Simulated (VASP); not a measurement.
# AlN (P-1) in VASP: single point with PBE

Aim: the single point of AlN with PBE.

Everything below comes from runs of VASP 6.6.1. Logs are shortened: lines on timing, memory, paths and dates and some standing lists are left out, and cuts for length are marked.

## 1. The cell of the first run

The typed cell holds 2 atoms: a = 2.779 Å, b = 2.728 Å, c = 2.883 Å, α = 64.10°, β = 64.66°, γ = 63.01°.

## 2. Single point, PBE (engineering shear strain xz -0.1050, engineering shear strain yz -0.0700)

INCAR reads:

```
SYSTEM = AlN
PREC = Accurate ; ENCUT = 520
EDIFF = 1E-6 ; ISMEAR = 0
SIGMA = 0.05 ; LREAL = .FALSE.
LASPH = .TRUE. ; NELM = 60
ALGO = Normal ; ISIF = 2
LWAVE = .FALSE. ; LCHARG = .TRUE.
GGA = PE ; LELF = .TRUE.
LVHAR = .TRUE. ; NBANDS = 11
```

KPOINTS reads:

```
Automatic mesh
0
G
  10 10 10
  0 0 0
```

POSCAR reads:

```
AlN
1.0
   -0.1068328055      1.9636887099      1.9636887099
    1.9280777747     -0.0712218703      1.9280777747
    2.0349105802      2.0349105802     -0.1780546758
Al N
1 1
Direct
    0.5000000000      0.5000000000      0.5000000000
    0.0000000000      0.0000000000      0.0000000000
```

Potentials or basis: VASP PAW PBE potentials, release 64 (Al, N).

Started as:

```bash
cat potpaw_PBE.64/Al/POTCAR potpaw_PBE.64/N/POTCAR > POTCAR
mpirun -np 1 vasp_std > vasp.out
```

OUTCAR:

```text
SYSTEM = AlN
   PREC = Accurate
   ENCUT = 520
   EDIFF = 1E-6
   ISMEAR = 0
   LREAL = .FALSE.
   LASPH = .TRUE.
   NELM = 60
   ISIF = 2
   GGA = PE

 ion  position               nearest neighbor table
   1  0.500  0.500  0.500-   2 2.04   2 2.04   2 2.04   2 2.04   2 2.04   2 2.04
   2  0.000  0.000  0.000-   1 2.04   1 2.04   1 2.04   1 2.04   1 2.04   1 2.04

  LATTYP: Found a triclinic cell.
 ALAT       =     4.6951262334
 B/A-ratio  =     0.5809521625
 C/A-ratio  =     0.6452903801
 COS(alpha) =     0.0006138138
 COS(beta)  =     0.3022682502
 COS(gamma) =     0.8495868126

  Lattice vectors:

 A1 = (  -1.8212449692,  -1.8924668396,  -3.8917664846)
 A2 = (  -1.9280777747,   0.0712218703,  -1.9280777747)
 A3 = (   2.1417433857,   0.0712218703,  -2.1417433857)

Analysis of symmetry for initial positions (statically):
=====================================================================
 Subroutine PRICEL returns:
 Original cell was already a primitive cell.

 Routine SETGRP: Setting up the symmetry group for a
 triclinic supercell.

 Subroutine GETGRP returns: Found  2 space group operations
 (whereof  2 operations were pure point group operations)
 out of a pool of  2 trial point group operations.

The static configuration has the point symmetry S_2 .

Analysis of symmetry for dynamics (positions and initial velocities):
=====================================================================
 Subroutine PRICEL returns:
 Original cell was already a primitive cell.

 Routine SETGRP: Setting up the symmetry group for a
 triclinic supercell.

 Subroutine GETGRP returns: Found  2 space group operations
 (whereof  2 operations were pure point group operations)
 out of a pool of  2 trial point group operations.

The dynamic configuration has the point symmetry S_2 .

 Subroutine INISYM returns: Found  2 space group operations
 (whereof  2 operations are pure point group operations),
 and found     1 'primitive' translations

----------------------------------------------------------------------------------------

                                     Primitive cell

  volume of cell :      16.7855

  direct lattice vectors                    reciprocal lattice vectors
    -0.106832806  1.963688710  1.963688710    -0.232986299  0.254194205  0.242376059
     1.928077775 -0.071221870  1.928077775     0.258889084 -0.236925681  0.251010321
     2.034910580  2.034910580 -0.178054676     0.233892897  0.237832279 -0.225107536

[... 91 lines left out ...]
   POTIM  = 0.5000    time-step for ionic-motion
   TEBEG  =    0.0;   TEEND  =   0.0 temperature during run
   PSTRESS=    0.0 pullay stress
   NELECT =       8.0000    total number of electrons
   NUPDOWN=      -1.0000    fix difference up-down
   EMIN   =  10.00;   EMAX   =-10.00  energy-range for DOS
   EFERMI =   0.00;   METHOD = LEGACY
   ISMEAR =     0;   SIGMA  =   0.05  broadening in eV -4-tet -1-fermi 0-gaus
   EFERMI_NEDOS =   21; number of points for ismear=-14 and -15
   IALGO  =     38    algorithm
   IMIX   =      4    mixing-type and parameters
     AMIX     =   0.40;   BMIX     =  1.00
     AMIX_MAG =   1.60;   BMIX_MAG =  1.00
  volume/ion in A,a.u.               =       8.39        56.64
  Fermi-wavevector in a.u.,A,eV,Ry     =   1.278774  2.416532 22.249089  1.635262
  Thomas-Fermi vector in A             =   2.411297
   LORBIT       =      0    0 simple, 1 ext, 2 COOP (PROOUT), +10 PAW based schemes
   GGA     = PE    functional components
   LHFCALC =     F    Hartree Fock is set to
   AEXX    =    0.0000 exact exchange contribution
   IVDW    =     0    specifies the selected vdW correction
   LEPSILON=     F    determine dielectric tensor
   LRPA    =     F    only Hartree local field effects (RPA)
 non-spin polarized calculation
 Gauss-broadening in eV      SIGMA  =   0.05
  energy-cutoff  :      520.00
  volume of cell :       16.79
 maximum number of plane-waves:       466
 NGX is ok and might be reduce to    24
   NGX = 11   NGY = 11   NGZ = 11

 number of electron       8.0000000 magnetization

 Free energy of the ion-electron system (eV)
  ---------------------------------------------------
  ext. energy  EPLUGINS =         0.00000000
  ---------------------------------------------------
  free energy    TOTEN  =       -14.28939066 eV

  energy without entropy =      -14.28939066  energy(sigma->0) =      -14.28939066

 E-fermi :  10.9342     XC(G=0): -12.2202

 val. band max:       10.6544215166   @ k =   0.0000   0.0000   0.0000
 cond. band min:      12.9303688153   @ k =   0.5000  -0.0000   0.5000
 fundamental gap:      2.2759472987
 Fermi energy:        10.9341931345

 k-point     1 :       0.0000    0.0000    0.0000
  band No.  band energies     occupation
      1      -7.6163      2.00000
      2       8.9219      2.00000
      3       9.8445      2.00000
      4      10.6544      2.00000
      5      14.6688      0.00000
      6      20.4207      0.00000
      7      21.8994      0.00000
      8      24.2046      0.00000
      9      26.2065      0.00000
     10      27.5841      0.00000
     11      27.7511      0.00000
[... 309 lines left out ...]
 k-point    24 :      -0.3000    0.2000    0.0000
  band No.  band energies     occupation
      1      -4.7345      2.00000
      2       3.4200      2.00000
      3       6.3715      2.00000
      4       8.7436      2.00000
      5      17.5671      0.00000
      6      19.5101      0.00000
      7      20.0866      0.00000
      8      22.9446      0.00000
      9      26.6153      0.00000
     10      29.6040      0.00000
     11      30.9091      0.00000

 [... further k-points ...]

------------------------ aborting loop because EDIFF is reached ----------------------------------------

  FORCE on cell =-STRESS in cart. coord.  units (eV):
  Direction    XX          YY          ZZ          XY          YZ          ZX
  --------------------------------------------------------------------------------------
  -------------------------------------------------------------------------------------
  Total        0.2142318     -0.0599092      0.4327734     -0.3318878      2.2208274      3.3808356
  in kB       20.4484791     -5.7183451     41.3083322    -31.6787771    211.9785377    322.7016129
  external PRESSURE =      18.6794887 kB  Pullay stress =       0.0000000 kB

 VOLUME and BASIS-vectors are now :
 -----------------------------------------------------------------------------
  energy-cutoff  :      520.00
  volume of cell :       16.79
      direct lattice vectors                 reciprocal lattice vectors
    -0.106832806  1.963688710  1.963688710    -0.232986299  0.254194205  0.242376059
     1.928077775 -0.071221870  1.928077775     0.258889084 -0.236925681  0.251010321
     2.034910580  2.034910580 -0.178054676     0.233892897  0.237832279 -0.225107536

 POSITION                                       TOTAL-FORCE (eV/Angst)
 -----------------------------------------------------------------------------------
      1.92808      1.96369      1.85686        -0.000000      0.000000     -0.000000
      0.00000      0.00000      0.00000         0.000000     -0.000000      0.000000
 -----------------------------------------------------------------------------------
    total drift:                                0.000000     -0.000000     -0.000000

  FREE ENERGIE OF THE ION-ELECTRON SYSTEM (eV)
  ---------------------------------------------------
  free  energy   TOTEN  =       -14.2893906600 eV

  energy  without entropy=      -14.2893906600  energy(sigma->0) =      -14.28939066
```

stdout:

```text
POSCAR found type information on POSCAR AlN
 POSCAR found :  2 types and       2 ions
 scaLAPACK will be used
 LDA part: xc-table for (Slater+PW92), standard interpolation
 POSCAR, INCAR and KPOINTS ok, starting setup
 FFT: planning ... GRIDC
 FFT: planning ... GRID_SOFT
 FFT: planning ... GRID
 WAVECAR not read
 entering main loop
```

Wall time 27 s (1 thread of Intel Xeon Platinum 8559C (Emerald Rapids), shared host); peak memory 0.2 GiB.

Results:

```yaml
Free_energy: -14.2894 eV
Pressure: 1.9 GPa
Band_gap_on_the_k_mesh: 2.28 eV, indirect (least direct gap 4.01 eV)
```

Levels at points of the mesh, in eV from the valence-band top:
```
           k point  band 2  band 3  band 4  band 5  band 6  band 7
(0.00, 0.00, 0.00)   -1.73   -0.81    0.00    4.01    9.77   11.24
(0.50, 0.00, 0.00)   -9.19   -2.25   -1.19    4.99    9.99   11.25
(0.00, 0.50, 0.00)   -8.93   -2.43   -1.49    4.57    9.36   10.76
(0.50, 0.50, 0.00)   -8.10   -3.62   -3.54    3.61    4.47   12.07
(0.00, 0.00, 0.50)   -9.70   -1.58   -0.94    6.21   10.95   11.14
(0.50, 0.00, 0.50)   -8.14   -4.63   -2.45    2.28    5.88   12.61
(0.00, 0.50, 0.50)   -8.12   -4.29   -2.84    2.81    5.30   12.28
(0.50, 0.50, 0.50)   -8.43   -2.73   -2.17    3.88    8.52    9.05
```

Caveat: the cell differs from its parent crystal (engineering shear strain xz -0.1050, engineering shear strain yz -0.0700). A k mesh can miss the band edges.
